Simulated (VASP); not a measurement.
# SiC (P6_3mc) in VASP: notebook

The runs below take SiC through single point, with PBE.

Everything below comes from runs of VASP 6.6.1. Logs are shortened: lines on timing, memory, paths and dates and some standing lists are left out, and cuts for length are marked.

**1. The cell of the first run**

The structure is hexagonal, space group P6_3mc (No. 186). The conventional cell has a = 3.095 Å, b = 3.095 Å, c = 15.187 Å, α = 90.00°, β = 90.00°, γ = 120.00°. Si (site symmetry 3m) has 4 C at 1.89 to 1.90 Å within 2.5 Å. Within 2.5 Å of Si (site symmetry 3m) lie 4 C at 1.89 to 1.90 Å. Within 2.5 Å of Si (site symmetry 3m) lie 4 C at 1.90 Å. Within 2.5 Å of C (site symmetry 3m) lie 4 Si at 1.89 to 1.90 Å. Within 2.5 Å of C (site symmetry 3m) lie 4 Si at 1.89 to 1.90 Å. Within 2.5 Å of C (site symmetry 3m) lie 4 Si at 1.90 Å.

**2. Single point, PBE**

The input, INCAR:

```
SYSTEM = SiC
PREC = Accurate ; ENCUT = 520
EDIFF = 1E-6 ; ISMEAR = 0
SIGMA = 0.02 ; LREAL = .FALSE.
LASPH = .TRUE. ; NELM = 100
ALGO = Normal ; ISIF = 2
LWAVE = .FALSE. ; LCHARG = .FALSE.
GGA = PE ; NBANDS = 36
```

The input, KPOINTS:

```
Automatic mesh
0
G
  12 12 2
  0 0 0
```

The input, POSCAR:

```
SiC
1.0
    3.0950015821      0.0000000029      0.0000000000
   -1.5475007936      2.6803499934      0.0000000000
    0.0000000000      0.0000000000     15.1865709572
Si C
6 6
Direct
    0.3333333333      0.6666666667      0.8329927008
    0.6666666667      0.3333333333      0.3329927008
    0.6666666667      0.3333333333      0.6665012400
    0.3333333333      0.6666666667      0.1665012400
    0.0000000000      0.0000000000      0.4997230252
    0.0000000000      0.0000000000      0.9997230252
    0.0000000000      0.0000000000      0.8743713553
    0.0000000000      0.0000000000      0.3743713553
    0.3333333333      0.6666666667      0.7079991941
    0.6666666667      0.3333333333      0.2079991941
    0.6666666667      0.3333333333      0.5415134847
    0.3333333333      0.6666666667      0.0415134847
```

Potentials or basis: VASP PAW PBE potentials, release 64 (Si, C).

Started as:

```
cat potpaw_PBE.64/Si/POTCAR potpaw_PBE.64/C/POTCAR > POTCAR
mpirun -np 1 vasp_std > vasp.out
```

OUTCAR:

```text
SYSTEM = SiC
   PREC = Accurate
   ENCUT = 520
   EDIFF = 1E-6
   ISMEAR = 0
   LREAL = .FALSE.
   LASPH = .TRUE.
   NELM = 100
   ISIF = 2
   GGA = PE

 ion  position               nearest neighbor table
   1  0.333  0.667  0.833-   7 1.89   7 1.89   7 1.89   9 1.90   3 3.10   3 3.10   3 3.10   6 3.10
                             6 3.10   6 3.10
   2  0.667  0.333  0.333-   8 1.89   8 1.89   8 1.89  10 1.90   4 3.10   4 3.10   4 3.10   5 3.10
                             5 3.10   5 3.10
   3  0.667  0.333  0.667-   9 1.89   9 1.89   9 1.89  11 1.90   1 3.10   1 3.10   1 3.10   5 3.10
                             5 3.10   5 3.10
   4  0.333  0.667  0.167-  10 1.89  10 1.89  10 1.89  12 1.90   2 3.10   2 3.10   2 3.10   6 3.10
                             6 3.10   6 3.10
   5  0.000  0.000  0.500-  11 1.90  11 1.90  11 1.90   8 1.90   2 3.10   2 3.10   2 3.10   3 3.10
                             3 3.10   3 3.10
   6  0.000  0.000  1.000-  12 1.90  12 1.90  12 1.90   7 1.90   1 3.10   1 3.10   1 3.10   4 3.10
                             4 3.10   4 3.10
   7  0.000  0.000  0.874-   1 1.89   1 1.89   1 1.89   6 1.90
   8  0.000  0.000  0.374-   2 1.89   2 1.89   2 1.89   5 1.90
   9  0.333  0.667  0.708-   3 1.89   3 1.89   3 1.89   1 1.90
  10  0.667  0.333  0.208-   4 1.89   4 1.89   4 1.89   2 1.90
  11  0.667  0.333  0.542-   5 1.90   5 1.90   5 1.90   3 1.90
  12  0.333  0.667  0.042-   6 1.90   6 1.90   6 1.90   4 1.90

  LATTYP: Found a hexagonal cell.
 ALAT       =     3.0950015821
 C/A-ratio  =     4.9068055555

  Lattice vectors:

 A1 = (   3.0950015821,   0.0000000029,   0.0000000000)
 A2 = (  -1.5475007936,   2.6803499934,   0.0000000000)
 A3 = (   0.0000000000,   0.0000000000,  15.1865709572)

Analysis of symmetry for initial positions (statically):
=====================================================================
 Subroutine PRICEL returns:
 Original cell was already a primitive cell.

 Routine SETGRP: Setting up the symmetry group for a
 hexagonal supercell.

 Subroutine GETGRP returns: Found 12 space group operations
 (whereof  6 operations were pure point group operations)
 out of a pool of 24 trial point group operations.

The static configuration has the point symmetry C_3v.
 The point group associated with its full space group is C_6v.

Analysis of symmetry for dynamics (positions and initial velocities):
=====================================================================
 Subroutine PRICEL returns:
 Original cell was already a primitive cell.

 Routine SETGRP: Setting up the symmetry group for a
 hexagonal supercell.

 Subroutine GETGRP returns: Found 12 space group operations
 (whereof  6 operations were pure point group operations)
 out of a pool of 24 trial point group operations.

The dynamic configuration has the point symmetry C_3v.
 The point group associated with its full space group is C_6v.

 Subroutine INISYM returns: Found 12 space group operations
 (whereof  6 operations are pure point group operations),
 and found     1 'primitive' translations

----------------------------------------------------------------------------------------

                                     Primitive cell

  volume of cell :     125.9830

  direct lattice vectors                    reciprocal lattice vectors
     3.095001582  0.000000003  0.000000000     0.323101612  0.186542803  0.000000000
    -1.547500794  2.680349993  0.000000000    -0.000000000  0.373085605  0.000000000
     0.000000000  0.000000000 15.186570957     0.000000000  0.000000000  0.065847649

  length of vectors
     3.095001582  3.095001582 15.186570957     0.373085605  0.373085605  0.065847649

  position of ions in fractional coordinates (direct lattice)
     0.333333333  0.666666667  0.832992701
     0.666666667  0.333333333  0.332992701
     0.666666667  0.333333333  0.666501240
     0.333333333  0.666666667  0.166501240
     0.000000000  0.000000000  0.499723025
     0.000000000  0.000000000  0.999723025
     0.000000000  0.000000000  0.874371355
     0.000000000  0.000000000  0.374371355
     0.333333333  0.666666667  0.707999194
     0.666666667  0.333333333  0.207999194
     0.666666667  0.333333333  0.541513485
     0.333333333  0.666666667  0.041513485

  ion indices of the primitive-cell ions
   primitive index   ion index
                 1           1
                 2           2
                 3           3
                 4           4
                 5           5
                 6           6
                 7           7
                 8           8
                 9           9
                10          10
                11          11
                12          12

----------------------------------------------------------------------------------------

 KPOINTS: Automatic mesh

Automatic generation of k-mesh.
 Grid dimensions read from file:
 generate k-points for:   12   12    2

 Generating k-lattice:

  Cartesian coordinates                     Fractional coordinates (reciprocal lattice)
     0.026925134  0.015545234  0.000000000     0.083333333  0.000000000  0.000000000
    -0.000000000  0.031090467  0.000000000     0.000000000  0.083333333  0.000000000
     0.000000000  0.000000000  0.032923825     0.000000000  0.000000000  0.500000000

  Length of vectors
     0.031090467  0.031090467  0.032923825

  Shift w.r.t. Gamma in fractional coordinates (k-lattice)
     0.000000000  0.000000000  0.000000000

 Subroutine IBZKPT returns following result:
 ===========================================

 Found     38 irreducible k-points:

 Following reciprocal coordinates:
            Coordinates               Weight
  0.000000  0.000000  0.000000      1.000000
  0.083333 -0.000000  0.000000      6.000000
  0.166667 -0.000000  0.000000      6.000000
  0.250000 -0.000000  0.000000      6.000000
  0.333333 -0.000000  0.000000      6.000000
  0.416667 -0.000000  0.000000      6.000000
[... 16 lines left out ...]
  0.250000 -0.000000  0.500000      6.000000
  0.333333 -0.000000  0.500000      6.000000
 [... further k-points ...]
   k-points           NKPTS =     38   k-points in BZ     NKDIM =     38   number of bands    NBANDS=     36
   number of dos      NEDOS =    301   number of ions     NIONS =     12
   total plane-waves  NPLWV =  69120
   dimension x,y,z NGX =    24 NGY =   24 NGZ =  120
   dimension x,y,z NGXF=    48 NGYF=   48 NGZF=  240
   ions per type =               6   6
   NGX,Y,Z   is equivalent  to a cutoff of  12.89, 12.89, 13.14 a.u.
   NGXF,Y,Z  is equivalent  to a cutoff of  25.78, 25.78, 26.27 a.u.
 SYSTEM =  SiC
   PREC   = accura    normal or accurate (medium, high low for compatibility)
   ISTART =      0    job   : 0-new  1-cont  2-samecut
   ICHARG =      2    charge: 1-file 2-atom 10-const
   ISPIN  =      1    spin polarized calculation?
   LNONCOLLINEAR =      F non collinear calculations
   LSORBIT =      F    spin-orbit coupling
   LASPH  =      T    aspherical Exc in radial PAW
   ENCUT  =  520.0 eV  38.22 Ry    6.18 a.u.   5.75  5.75 28.24*2*pi/ulx,y,z
   NELM   =    100;   NELMIN=  2; NELMDL= -5     # of ELM steps
   EDIFF  = 0.1E-05   stopping-criterion for ELM
   LREAL  =      F    real-space projection
   EDIFFG = 0.1E-04   stopping-criterion for IOM
   NSW    =      0    number of steps for IOM
   IBRION =     -1    ionic relax: 0-MD 1-quasi-New 2-CG
   NFREE  =      0    steps in history (QN), initial steepest desc. (CG)
   ISIF   =      2    stress and relaxation
   ISYM   =      2    0-nonsym 1-usesym 2-fastsym
   POTIM  = 0.5000    time-step for ionic-motion
   TEBEG  =    0.0;   TEEND  =   0.0 temperature during run
   PSTRESS=    0.0 pullay stress
   NELECT =      48.0000    total number of electrons
   NUPDOWN=      -1.0000    fix difference up-down
   EMIN   =  10.00;   EMAX   =-10.00  energy-range for DOS
   EFERMI =   0.00;   METHOD = LEGACY
   ISMEAR =     0;   SIGMA  =   0.02  broadening in eV -4-tet -1-fermi 0-gaus
   EFERMI_NEDOS =   21; number of points for ismear=-14 and -15
   IALGO  =     38    algorithm
   IMIX   =      4    mixing-type and parameters
     AMIX     =   0.40;   BMIX     =  1.00
     AMIX_MAG =   1.60;   BMIX_MAG =  1.00
  volume/ion in A,a.u.               =      10.50        70.85
  Fermi-wavevector in a.u.,A,eV,Ry     =   1.186819  2.242763 19.164346  1.408540
  Thomas-Fermi vector in A             =   2.322984
   LORBIT       =      0    0 simple, 1 ext, 2 COOP (PROOUT), +10 PAW based schemes
   GGA     = PE    functional components
   LHFCALC =     F    Hartree Fock is set to
   AEXX    =    0.0000 exact exchange contribution
   IVDW    =     0    specifies the selected vdW correction
   LEPSILON=     F    determine dielectric tensor
   LRPA    =     F    only Hartree local field effects (RPA)
 non-spin polarized calculation
 Gauss-broadening in eV      SIGMA  =   0.02
  energy-cutoff  :      520.00
  volume of cell :      125.98
 maximum number of plane-waves:      3444
 NGX is ok and might be reduce to    24
   NGX = 11   NGY = 11   NGZ = 57

 number of electron      48.0000002 magnetization

 Free energy of the ion-electron system (eV)
  ---------------------------------------------------
  ext. energy  EPLUGINS =         0.00000000
  ---------------------------------------------------
  free energy    TOTEN  =       -90.37376100 eV

  energy without entropy =      -90.37376100  energy(sigma->0) =      -90.37376100

 E-fermi :   8.1445     XC(G=0): -11.2906

 val. band max:        7.9886843962   @ k =   0.0000   0.0000   0.0000
 cond. band min:      10.0179266969   @ k =   0.5000  -0.0000   0.0000
 fundamental gap:      2.0292423007
 Fermi energy:         8.1445407217

 k-point     1 :       0.0000    0.0000    0.0000
  band No.  band energies     occupation
      1      -7.3523      2.00000
      2      -6.8369      2.00000
      3      -6.8019      2.00000
      4      -5.3269      2.00000
      5      -5.2985      2.00000
      6      -3.8404      2.00000
[... 28 lines left out ...]
     35      15.2499      0.00000
     36      15.3624      0.00000

 k-point     2 :       0.0833   -0.0000    0.0000
  band No.  band energies     occupation
      1      -7.2331      2.00000
      2      -6.7194      2.00000
      3      -6.6841      2.00000
      4      -5.2153      2.00000
      5      -5.1867      2.00000
      6      -3.7400      2.00000
[... 28 lines left out ...]
     35      15.2408      0.00000
     36      15.2790      0.00000

 k-point     3 :       0.1667   -0.0000    0.0000
  band No.  band energies     occupation
      1      -6.8784      2.00000
      2      -6.3705      2.00000
      3      -6.3338      2.00000
      4      -4.8859      2.00000
      5      -4.8567      2.00000
      6      -3.4482      2.00000
[... 28 lines left out ...]
     35      15.5182      0.00000
     36      15.8555      0.00000
[... 742 lines left out ...]
 k-point    23 :       0.2500   -0.0000    0.5000
  band No.  band energies     occupation
      1      -6.1687      2.00000
      2      -6.1687      2.00000
      3      -5.1596      2.00000
      4      -5.1596      2.00000
      5      -3.4720      2.00000
      6      -3.4720      2.00000
[... 28 lines left out ...]
     35      15.9366      0.00000
     36      15.9367      0.00000

 k-point    24 :       0.3333   -0.0000    0.5000
  band No.  band energies     occupation
      1      -5.3944      2.00000
      2      -5.3944      2.00000
      3      -4.4352      2.00000
      4      -4.4352      2.00000
      5      -2.9088      2.00000
      6      -2.9088      2.00000
[... 28 lines left out ...]
     35      15.8187      0.00000
     36      15.8189      0.00000

 [... further k-points ...]

------------------------ aborting loop because EDIFF is reached ----------------------------------------

  FORCE on cell =-STRESS in cart. coord.  units (eV):
  Direction    XX          YY          ZZ          XY          YZ          ZX
  --------------------------------------------------------------------------------------
  -------------------------------------------------------------------------------------
  Total       -0.0401353     -0.0401353     -0.0364870      0.0000000      0.0000000      0.0000000
  in kB       -0.5104170     -0.5104170     -0.4640202      0.0000000      0.0000000      0.0000000
  external PRESSURE =      -0.4949514 kB  Pullay stress =       0.0000000 kB

 VOLUME and BASIS-vectors are now :
 -----------------------------------------------------------------------------
  energy-cutoff  :      520.00
  volume of cell :      125.98
      direct lattice vectors                 reciprocal lattice vectors
     3.095001582  0.000000003  0.000000000     0.323101612  0.186542803  0.000000000
    -1.547500794  2.680349993  0.000000000    -0.000000000  0.373085605  0.000000000
     0.000000000  0.000000000 15.186570957     0.000000000  0.000000000  0.065847649

 POSITION                                       TOTAL-FORCE (eV/Angst)
 -----------------------------------------------------------------------------------
     -0.00000      1.78690     12.65030         0.000000     -0.000000     -0.000871
      1.54750      0.89345      5.05702         0.000000     -0.000000     -0.000871
      1.54750      0.89345     10.12187         0.000000     -0.000000     -0.000474
     -0.00000      1.78690      2.52858        -0.000000      0.000000     -0.000474
      0.00000      0.00000      7.58908        -0.000000      0.000000      0.001459
      0.00000      0.00000     15.18236         0.000000     -0.000000      0.001459
      0.00000      0.00000     13.27870        -0.000000      0.000000     -0.000245
      0.00000      0.00000      5.68542         0.000000     -0.000000     -0.000245
     -0.00000      1.78690     10.75208        -0.000000     -0.000000     -0.000112
      1.54750      0.89345      3.15879         0.000000     -0.000000     -0.000112
      1.54750      0.89345      8.22373        -0.000000      0.000000      0.000243
     -0.00000      1.78690      0.63045         0.000000      0.000000      0.000243
 -----------------------------------------------------------------------------------
    total drift:                                0.000000      0.000000     -0.000675

  FREE ENERGIE OF THE ION-ELECTRON SYSTEM (eV)
  ---------------------------------------------------
  free  energy   TOTEN  =       -90.3737609991 eV

  energy  without entropy=      -90.3737609991  energy(sigma->0) =      -90.37376100
```

It took 1.7 min on 1 thread of Intel Xeon Platinum 8488C (Sapphire Rapids), shared host; peak memory 0.31 GiB.

What came out:

```
Free energy            : -90.3738 eV
Pressure               : 0.0 GPa
Band gap on the k mesh : 2.03 eV (least direct gap 3.12 eV)
```

Levels at points of the mesh, in eV from the valence-band top:
| k point | band 22 | band 23 | band 24 | band 25 | band 26 | band 27 |
| --- | --- | --- | --- | --- | --- | --- |
| (0.00, 0.00, 0.00) | -0.04 | 0.00 | 0.00 | 5.05 | 5.22 | 5.63 |
| (0.50, 0.00, 0.00) | -1.77 | -1.65 | -1.10 | 2.03 | 2.21 | 3.19 |
| (0.00, 0.00, 0.50) | -0.10 | -0.10 | -0.10 | 5.12 | 5.12 | 5.86 |
| (0.50, 0.00, 0.50) | -1.70 | -1.30 | -1.30 | 2.07 | 2.07 | 3.41 |

A k mesh can miss the band edges.

(Continued in part 2 of 2.)
